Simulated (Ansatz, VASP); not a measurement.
**FePt2 in VASP and in Ansatz**

```xyz
6
Lattice="2.7295 0.0000 0.0000 -1.3648 2.3638 0.0000 0.0000 0.0000 13.5097" Properties=species:S:1:pos:R:3 pbc="T T T"
Fe    0.0000    1.5759    0.9964
Fe    1.3648    0.7879   12.5132
Pt    0.0000    1.5759    5.5547
Pt    0.0000    1.5759   10.3988
Pt    1.3648    0.7879    3.1109
Pt    1.3648    0.7879    7.9550
```

Alike in both runs: functional PBE; k mesh 6 × 6 × 2; occupations gaussian, width 0.1 eV; collinear spin.

Ansatz relaxed the structure, and its values are those at the end. VASP's run is a single point on that final structure, the one shown.

```csv
,VASP,Ansatz
version,VASP 6.6.1,Ansatz 0.2.0
potentials or method,"VASP PAW PBE potentials, release 64 (Fe, Pt), cutoff 520 eV","scalar-relativistic, plane waves, PAW"
valence electrons in the cell,56,104
```

```tsv
	VASP	Ansatz	Ansatz less VASP
gap on the k mesh at the Fermi level (eV)	none	none	-
pressure (GPa)	-0.5	-0.1	+0.38
rms of the force components (eV/Å)	0.007	0.004	-0.0023
net moment per atom (μB)	0.00	0.00	0.000
size of the moment on the site where the two differ most (μB)	0.20	0.21	+0.012
```

Site moments also hang on the region over which each program counts them. A gap of «none» marks a metal or a gap that the smearing closes. The functional is the same, so the differences come from potentials, cutoffs and numerics. VASP's potentials hold 56 valence electrons a cell and Ansatz's 104, so a difference there can come from the potentials and not from the codes.

The k mesh is coarse, so the values compare programs but aren't converged. Spin-orbit coupling is off throughout.
